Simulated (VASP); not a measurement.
## KF: single point with PBE

The system is KF.

```
K F
1.0
     0.00000    2.67350    2.67350
     2.67350    0.00000    2.67350
     2.67350    2.67350    0.00000
K F
1 1
Direct
  0.00000 0.00000 0.00000
  0.51683 0.48317 0.51683
```

This cell differs from its parent crystal: one atom moved.

```json
{
  "Program": "VASP 6.6.1",
  "Task": "single point",
  "Functional": "PBE",
  "Potentials or basis": "VASP PAW PBE potentials, release 64 (K_sv, F)",
  "Cutoff": "520 eV",
  "k mesh": "8 × 8 × 8",
  "Occupations": "gaussian, width 0.02 eV",
  "Spin": "no spin polarisation"
}
```

The pressure is 1.5 GPa. The largest force is 0.153 eV/Å. The band gap on the k mesh is 6.16 eV, direct.

Forces on the atoms (eV/Å):
```
K    0.000  0.153  0.000
F    0.000 -0.153  0.000
```

Stress tensor (GPa, compression positive):
```
1.33 0.00 0.00
0.00 1.76 0.00
0.00 0.00 1.33
```

Levels at points of the mesh, in eV from the valence-band top:
| k point | band 4 | band 5 | band 6 | band 7 | band 8 | band 9 | band 10 | band 11 | band 12 | band 13 |
| --- | --- | --- | --- | --- | --- | --- | --- | --- | --- | --- |
| (0.00, 0.00, 0.00) | -9.39 | -9.39 | 0.00 | 0.00 | 0.00 | 6.16 | 10.68 | 10.69 | 10.69 | 12.35 |
| (0.50, 0.00, 0.00) | -9.42 | -9.42 | -0.79 | -0.34 | -0.34 | 9.06 | 10.58 | 12.07 | 12.08 | 14.28 |
| (0.50, 0.50, 0.00) | -9.59 | -9.59 | -0.21 | -0.06 | -0.05 | 8.22 | 10.28 | 11.80 | 13.61 | 14.22 |
| (0.50, 0.00, 0.50) | -9.60 | -9.60 | -0.20 | -0.06 | -0.06 | 8.20 | 10.27 | 11.79 | 13.61 | 14.22 |

Run time: 53 s on 1 thread of AMD EPYC 7R13 Processor (Zen 3) (shared host), peak memory 0.14 GiB.

Caveat: the cell differs from its parent crystal (one atom moved). A k mesh can miss the band edges.
